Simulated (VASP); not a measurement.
# PbS in VASP: a series of runs

Aim: see how the results for PbS move with the level of theory and the settings. Levels: r2SCAN, PBE. Tasks: single point.

All numbers are computed with VASP 6.6.1; they aren't measurements. Logs are shortened: lines on timing, memory, paths and dates and some standing lists are left out, and cuts for length are marked.

## 1. The cell of the first run

The typed cell holds 2 atoms: a = 4.090 Å, b = 4.090 Å, c = 3.788 Å, α = 90.00°, β = 90.00°, γ = 120.00°.

## 2. Single point, r2SCAN

File POSCAR:

```
PbS
1.0
    4.0896976867      0.0000000000      0.0000000000
   -2.0448488433      3.5417820905      0.0000000000
    0.0000000000      0.0000000000      3.7881670000
Pb S
1 1
Direct
    0.0091440000      0.0031280000     -0.0018180000
    0.6493990000      0.3189090000      0.5043660000
```

File INCAR.step1:

```
PREC = Accurate
ENCUT = 520
ISMEAR = 1
SIGMA = 0.05
LREAL = F
LASPH = T
NELM = 60
NBANDS = 17
GGA = PE
ALGO = Normal
EDIFF = 1E-4
LWAVE = T
LCHARG = F
```

File INCAR.step2:

```
PREC = Accurate
ENCUT = 520
EDIFF = 1E-6
ISMEAR = 1
SIGMA = 0.05
LREAL = F
LASPH = T
NELM = 60
ALGO = Normal
ISIF = 2
LWAVE = F
LCHARG = F
METAGGA = R2SCAN
LMIXTAU = T
NBANDS = 17
ISTART = 1
```

File KPOINTS:

```
regular mesh
0
Gamma
  7 7 6
```

Potentials or basis: VASP PAW PBE potentials, release 64 (Pb_d, S).

Launch:

```console
$ cat potpaw_PBE.64/Pb_d/POTCAR potpaw_PBE.64/S/POTCAR > POTCAR
$ cp INCAR.step1 INCAR
$ mpirun -np 1 vasp_std > vasp.out
$ cp INCAR.step2 INCAR
$ mpirun -np 1 vasp_std > vasp.out
```

OUTCAR:

```text
PREC = Accurate
   ENCUT = 520
   EDIFF = 1E-6
   ISMEAR = 1
   LREAL = F
   LASPH = T
   NELM = 60
   ISIF = 2
   METAGGA = R2SCAN
   ISTART = 1

 ion  position               nearest neighbor table
   1  0.009  0.003  0.998-   2 2.94   2 2.97   2 3.04   2 3.06   2 3.07   2 3.09
   2  0.649  0.319  0.504-   1 2.94   1 2.97   1 3.04   1 3.06   1 3.07   1 3.09

  LATTYP: Found a hexagonal cell.
 ALAT       =     4.0896976867
 C/A-ratio  =     0.9262706660

  Lattice vectors:

 A1 = (   4.0896976867,   0.0000000000,   0.0000000000)
 A2 = (  -2.0448488433,   3.5417820905,   0.0000000000)
 A3 = (   0.0000000000,   0.0000000000,   3.7881670000)

Analysis of symmetry for initial positions (statically):
=====================================================================
 Subroutine PRICEL returns:
 Original cell was already a primitive cell.

 Routine SETGRP: Setting up the symmetry group for a
 hexagonal supercell.

 Subroutine GETGRP returns: Found  1 space group operations
 (whereof  1 operations were pure point group operations)
 out of a pool of 24 trial point group operations.

The static configuration has the point symmetry C_1 .

Analysis of symmetry for dynamics (positions and initial velocities):
=====================================================================
 Subroutine PRICEL returns:
 Original cell was already a primitive cell.

 Routine SETGRP: Setting up the symmetry group for a
 hexagonal supercell.

 Subroutine GETGRP returns: Found  1 space group operations
 (whereof  1 operations were pure point group operations)
 out of a pool of 24 trial point group operations.

The dynamic configuration has the point symmetry C_1 .

 Subroutine INISYM returns: Found  1 space group operations
 (whereof  1 operations are pure point group operations),
 and found     1 'primitive' translations

----------------------------------------------------------------------------------------

                                     Primitive cell

  volume of cell :      54.8709

  direct lattice vectors                    reciprocal lattice vectors
     4.089697687  0.000000000  0.000000000     0.244516851  0.141171870  0.000000000
    -2.044848843  3.541782090  0.000000000     0.000000000  0.282343740  0.000000000
     0.000000000  0.000000000  3.788167000     0.000000000  0.000000000  0.263979914

  length of vectors
     4.089697687  4.089697687  3.788167000     0.282343740  0.282343740  0.263979914

  position of ions in fractional coordinates (direct lattice)
     0.009144000  0.003128000  0.998182000
     0.649399000  0.318909000  0.504366000

  ion indices of the primitive-cell ions
   primitive index   ion index
                 1           1
                 2           2

----------------------------------------------------------------------------------------

 KPOINTS: regular mesh

Automatic generation of k-mesh.
 Grid dimensions read from file:
 generate k-points for:    7    7    6

 Generating k-lattice:

  Cartesian coordinates                     Fractional coordinates (reciprocal lattice)
     0.034930979  0.020167410  0.000000000     0.142857143  0.000000000  0.000000000
     0.000000000  0.040334820  0.000000000     0.000000000  0.142857143  0.000000000
     0.000000000  0.000000000  0.043996652     0.000000000  0.000000000  0.166666667

  Length of vectors
     0.040334820  0.040334820  0.043996652

  Shift w.r.t. Gamma in fractional coordinates (k-lattice)
     0.000000000  0.000000000  0.000000000

 Subroutine IBZKPT returns following result:
 ===========================================

 Found    148 irreducible k-points:

 Following reciprocal coordinates:
            Coordinates               Weight
  0.000000  0.000000  0.000000      1.000000
  0.142857  0.000000  0.000000      2.000000
  0.000000  0.142857  0.000000      2.000000
 -0.142857  0.142857  0.000000      2.000000
  0.285714  0.000000  0.000000      2.000000
  0.000000  0.285714  0.000000      2.000000
[... 16 lines left out ...]
  0.285714  0.285714  0.000000      2.000000
 -0.285714 -0.428571  0.000000      2.000000
 [... further k-points ...]
   k-points           NKPTS =    148   k-points in BZ     NKDIM =    148   number of bands    NBANDS=     17
   number of dos      NEDOS =    301   number of ions     NIONS =      2
   total plane-waves  NPLWV =  25200
   dimension x,y,z NGX =    30 NGY =   30 NGZ =   28
   dimension x,y,z NGXF=    60 NGYF=   60 NGZF=   56
   ions per type =               1   1
   NGX,Y,Z   is equivalent  to a cutoff of  12.19, 12.19, 12.29 a.u.
   NGXF,Y,Z  is equivalent  to a cutoff of  24.39, 24.39, 24.58 a.u.
 SYSTEM =  unknown system
   PREC   = accura    normal or accurate (medium, high low for compatibility)
   ISTART =      1    job   : 0-new  1-cont  2-samecut
   ICHARG =      0    charge: 1-file 2-atom 10-const
   ISPIN  =      1    spin polarized calculation?
   LNONCOLLINEAR =      F non collinear calculations
   LSORBIT =      F    spin-orbit coupling
   LASPH  =      T    aspherical Exc in radial PAW
   ENCUT  =  520.0 eV  38.22 Ry    6.18 a.u.   7.60  7.60  7.04*2*pi/ulx,y,z
   NELM   =     60;   NELMIN=  2; NELMDL=  0     # of ELM steps
   EDIFF  = 0.1E-05   stopping-criterion for ELM
   LREAL  =      F    real-space projection
   EDIFFG = 0.1E-04   stopping-criterion for IOM
   NSW    =      0    number of steps for IOM
   IBRION =     -1    ionic relax: 0-MD 1-quasi-New 2-CG
   NFREE  =      0    steps in history (QN), initial steepest desc. (CG)
   ISIF   =      2    stress and relaxation
   ISYM   =      2    0-nonsym 1-usesym 2-fastsym
   POTIM  = 0.5000    time-step for ionic-motion
   TEBEG  =    0.0;   TEEND  =   0.0 temperature during run
   PSTRESS=    0.0 pullay stress
   NELECT =      20.0000    total number of electrons
   NUPDOWN=      -1.0000    fix difference up-down
   EMIN   =  10.00;   EMAX   =-10.00  energy-range for DOS
   EFERMI =   0.00;   METHOD = LEGACY
   ISMEAR =     1;   SIGMA  =   0.05  broadening in eV -4-tet -1-fermi 0-gaus
   EFERMI_NEDOS =   21; number of points for ismear=-14 and -15
   IALGO  =     38    algorithm
   IMIX   =      4    mixing-type and parameters
     AMIX     =   0.40;   BMIX     =  1.00
     AMIX_MAG =   1.60;   BMIX_MAG =  1.00
  volume/ion in A,a.u.               =      27.44       185.14
  Fermi-wavevector in a.u.,A,eV,Ry     =   1.169421  2.209885 18.606576  1.367545
  Thomas-Fermi vector in A             =   2.305894
   LORBIT       =      0    0 simple, 1 ext, 2 COOP (PROOUT), +10 PAW based schemes
   METAGGA = R2SCAN    functional components
   LHFCALC =     F    Hartree Fock is set to
   AEXX    =    0.0000 exact exchange contribution
   IVDW    =     0    specifies the selected vdW correction
   LEPSILON=     F    determine dielectric tensor
   LRPA    =     F    only Hartree local field effects (RPA)
 non-spin polarized calculation
 Methfessel and Paxton  Order N= 1 SIGMA  =   0.05
  energy-cutoff  :      520.00
  volume of cell :       54.87
 maximum number of plane-waves:      1492
   NGX = 15   NGY = 15   NGZ = 15

 number of electron      20.0000001 magnetization

 Free energy of the ion-electron system (eV)
  ---------------------------------------------------
  ext. energy  EPLUGINS =         0.00000000
  ---------------------------------------------------
  free energy    TOTEN  =       -65.33056614 eV

  energy without entropy =      -65.33059545  energy(sigma->0) =      -65.33057591

 E-fermi :   5.0080     XC(G=0):  -9.9818

 val. band max:        4.9669939333   @ k =   0.4286   0.2857   0.0000
 cond. band min:       5.0092244820   @ k =  -0.2857  -0.4286   0.5000
 fundamental gap:      0.0422305487
 Fermi energy:         5.0079537671

 k-point     1 :       0.0000    0.0000    0.0000
  band No.  band energies     occupation
      1     -12.4943      2.00000
      2     -12.4645      2.00000
      3     -12.4579      2.00000
      4     -12.3710      2.00000
      5     -12.3532      2.00000
      6      -8.6924      2.00000
[... 9 lines left out ...]
     16      16.4689      0.00000
     17      16.9857      0.00000

 k-point     2 :       0.1429    0.0000    0.0000
  band No.  band energies     occupation
      1     -12.4960      2.00000
      2     -12.4564      2.00000
      3     -12.4515      2.00000
      4     -12.3725      2.00000
      5     -12.3599      2.00000
      6      -8.5270      2.00000
[... 9 lines left out ...]
     16      15.5918      0.00000
     17      16.6202      0.00000

 k-point     3 :       0.0000    0.1429    0.0000
  band No.  band energies     occupation
      1     -12.4870      2.00000
      2     -12.4681      2.00000
      3     -12.4496      2.00000
      4     -12.3764      2.00000
      5     -12.3554      2.00000
      6      -8.5353      2.00000
[... 9 lines left out ...]
     16      15.8318      0.00000
     17      16.3223      0.00000

 k-point     4 :      -0.1429    0.1429    0.0000
  band No.  band energies     occupation
      1     -12.4866      2.00000
      2     -12.4703      2.00000
      3     -12.4476      2.00000
      4     -12.3758      2.00000
      5     -12.3562      2.00000
      6      -8.5336      2.00000
[... 9 lines left out ...]
     16      15.7662      0.00000
     17      16.4114      0.00000
[... 343 lines left out ...]
      1     -12.4873      2.00000
      2     -12.4559      2.00000
      3     -12.4062      2.00000
      4     -12.3983      2.00000
      5     -12.3685      2.00000
      6      -7.5485      2.00000
[... 9 lines left out ...]
     16      15.5397      0.00000
     17      16.2532      0.00000

 k-point    23 :       0.2857    0.2857    0.0000
  band No.  band energies     occupation
      1     -12.4805      2.00000
      2     -12.4472      2.00000
      3     -12.4184      2.00000
      4     -12.3933      2.00000
      5     -12.3758      2.00000
      6      -7.4711      2.00000
[... 9 lines left out ...]
     16      14.5989      0.00000
     17      15.6600      0.00000

 k-point    24 :      -0.2857   -0.4286    0.0000
  band No.  band energies     occupation
      1     -12.4707      2.00000
      2     -12.4523      2.00000
      3     -12.4242      2.00000
      4     -12.3970      2.00000
      5     -12.3714      2.00000
      6      -7.4992      2.00000
[... 9 lines left out ...]
     16      14.5285      0.00000
     17      15.7348      0.00000

 [... further k-points ...]
[... 5 lines left out ...]
  --------------------------------------------------------------------------------------
  -------------------------------------------------------------------------------------
  Total       -0.3722714     -0.3327366     -0.2203240     -0.0317268     -0.0131873     -0.0169575
  in kB      -10.8699647     -9.7155848     -6.4332465     -0.9263917     -0.3850562     -0.4951438
  external PRESSURE =      -9.0062654 kB  Pullay stress =       0.0000000 kB

 VOLUME and BASIS-vectors are now :
 -----------------------------------------------------------------------------
  energy-cutoff  :      520.00
  volume of cell :       54.87
      direct lattice vectors                 reciprocal lattice vectors
     4.089697687  0.000000000  0.000000000     0.244516851  0.141171870  0.000000000
    -2.044848843  3.541782090  0.000000000     0.000000000  0.282343740  0.000000000
     0.000000000  0.000000000  3.788167000     0.000000000  0.000000000  0.263979914

 POSITION                                       TOTAL-FORCE (eV/Angst)
 -----------------------------------------------------------------------------------
      0.03100      0.01108      3.78128        -0.108618     -0.096549     -0.032844
      2.00372      1.12951      1.91062         0.108618      0.096549      0.032844
 -----------------------------------------------------------------------------------
    total drift:                                0.000018      0.000051      0.000098

  FREE ENERGIE OF THE ION-ELECTRON SYSTEM (eV)
  ---------------------------------------------------
  free  energy   TOTEN  =       -65.3305661365 eV

  energy  without entropy=      -65.3305954472  energy(sigma->0) =      -65.33057591
```

It took 5.7 min on 1 thread of Intel Xeon 6975P-C, shared host; peak memory 0.26 GiB.

Results:

| Quantity | Value |
| --- | --- |
| Free energy | -65.3306 eV |
| Pressure | -0.9 GPa |
| Largest force | 0.149 eV/Å |
| Band gap on the k mesh | zero (band 10 reaches 5.07 eV, above the bottom of band 11 at 5.01 eV) |

Forces in eV/Å, atoms in the order of the input:
```
Pb  -0.109 -0.097 -0.033
S    0.109  0.097  0.033
```

Levels at points of the mesh, in eV from the Fermi level:
| k point | band 8 | band 9 | band 10 | band 11 | band 12 | band 13 |
| --- | --- | --- | --- | --- | --- | --- |
| (0.00, 0.00, 0.00) | -2.25 | -1.90 | -1.60 | 3.51 | 4.03 | 5.76 |
| (0.00, 0.00, 0.50) | -1.20 | -1.12 | 0.07 | 1.30 | 4.07 | 4.28 |

Caveat: the PAW data sets were made with another functional, which shifts forces and pressure a little; spin-orbit coupling is left out, which moves the levels of the heavy elements.

(Continued in part 2 of 2.)
